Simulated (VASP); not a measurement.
Here is a VASP 6.6.1 calculation.

The input INCAR:

```
PREC     = Accurate       # precision mode
ENCUT    = 600            # plane-wave cutoff, eV
EDIFF    = 1E-7           # SCF threshold, eV
ISMEAR   = 0              # smearing method
SIGMA    = 0.1            # smearing width, eV
LREAL    = False          # projectors in reciprocal space
LASPH    = True           # aspherical terms in the spheres
NELM     = 60             # most SCF steps
ALGO     = Normal         # electronic algorithm
ISIF     = 3              # what is computed and relaxed
LWAVE    = False          # write WAVECAR
LCHARG   = False          # write CHGCAR
GGA      = PS             # functional
IBRION   = 2              # ionic algorithm
NSW      = 100            # ionic steps
EDIFFG   = -0.005         # ionic threshold
```

File KPOINTS:

```
regular mesh
0
Gamma
  16 16 16
```

Contents of POSCAR:

```
Mg
1.0
   -1.7727644967      1.7727644967      1.7727644967
    1.7727644967     -1.7727644967      1.7727644967
    1.7727644967      1.7727644967     -1.7727644967
Mg
1
Direct
    0.0000000000      0.0000000000      0.0000000000
```

Potentials or basis: VASP PAW PBE potentials, release 64 (Mg).

Launch:

```bash
$ cat potpaw_PBE.64/Mg/POTCAR > POTCAR
$ mpirun -np 1 vasp_std > vasp.out
```

(1) Estimate the space group after relaxing (to 0.1 Å).

(2) What does it give for the relaxed cell?

(3) What does it give for the band gap on the k mesh?

(4) What does it give for the relaxed volume?

## Answers

(1) Im-3m (No. 229).

(2) a = 3.079 Å, b = 3.079 Å, c = 3.079 Å, α = 109.47°, β = 109.47°, γ = 109.47°.

(3) zero (bands 1 and 2 overlap by 4.82 eV).

(4) 22.47 Å³/atom.

Caveat: the PAW data sets were made with another functional, which shifts forces and pressure a little.
